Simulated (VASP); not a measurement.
Write the native input for VASP 6.6.1 that does the following.

| Property | Result |
| --- | --- |
| Task | single point |
| Functional | r2SCAN |
| Potentials or basis | VASP PAW PBE potentials, release 64 (Ni) |
| Cutoff | 520 eV |
| k mesh | 4 × 4 × 4 |
| Occupations | fermi-dirac, width 0.1 eV |
| Spin | no spin polarisation |
| Dipole correction | no |
| Further INCAR settings | ALGO = Normal; EDIFF = 1e-06; NBANDS = 11 |

The system is Ni.

```xyz
1
Lattice="0.0000 1.7331 1.7331 1.7331 0.0000 1.7331 1.7331 1.7331 0.0000" Properties=species:S:1:pos:R:3 pbc="T T T"
Ni    0.0000    0.0000    0.0000
```

These files were run (other wordings do the same):

POSCAR

```
Ni
1.0
    0.0000000000      1.7330608651      1.7330608651
    1.7330608651      0.0000000000      1.7330608651
    1.7330608651      1.7330608651      0.0000000000
Ni
1
Direct
    0.0000000000      0.0000000000      0.0000000000
```

INCAR.step1

```
SYSTEM = Ni
  ALGO = Normal
  EDIFF = 1E-4
  ENCUT = 520
  GGA = PE
  ISMEAR = -1
  LASPH = .TRUE.
  LCHARG = .FALSE.
  LREAL = .FALSE.
  LWAVE = .TRUE.
  NBANDS = 11
  NELM = 100
  PREC = Accurate
  SIGMA = 0.1
```

INCAR.step2

```
SYSTEM = Ni
  ALGO = Normal
  EDIFF = 1E-6
  ENCUT = 520
  ISIF = 2
  ISMEAR = -1
  ISTART = 1
  LASPH = .TRUE.
  LCHARG = .TRUE.
  LELF = .TRUE.
  LMIXTAU = .TRUE.
  LREAL = .FALSE.
  LVHAR = .TRUE.
  LWAVE = .FALSE.
  METAGGA = R2SCAN
  NBANDS = 11
  NELM = 100
  PREC = Accurate
  SIGMA = 0.1
```

KPOINTS

```
k-points
0
G
  4 4 4
  0 0 0
```

Potentials or basis: VASP PAW PBE potentials, release 64 (Ni).

Run with:

```bash
$ cat potpaw_PBE.64/Ni/POTCAR > POTCAR
$ cp INCAR.step1 INCAR
$ mpirun -np 1 vasp_std > vasp.out
$ cp INCAR.step2 INCAR
$ mpirun -np 1 vasp_std > vasp.out
```

It gave:

The pressure is -2.2 GPa and the band gap on the k mesh is zero (band 5 reaches 9.74 eV, above the bottom of band 6 at 8.66 eV).

Caveat: the k points lie up to 0.78 Å⁻¹ apart; the PAW data sets were made with another functional, which shifts forces and pressure a little; the run has no spin polarisation, though such a crystal can be magnetic.

Run time: 5.5 s on 1 thread of Intel(R) Xeon(R) 6975P-C (Granite Rapids), with other jobs on the host, peak memory 0.11 GiB.
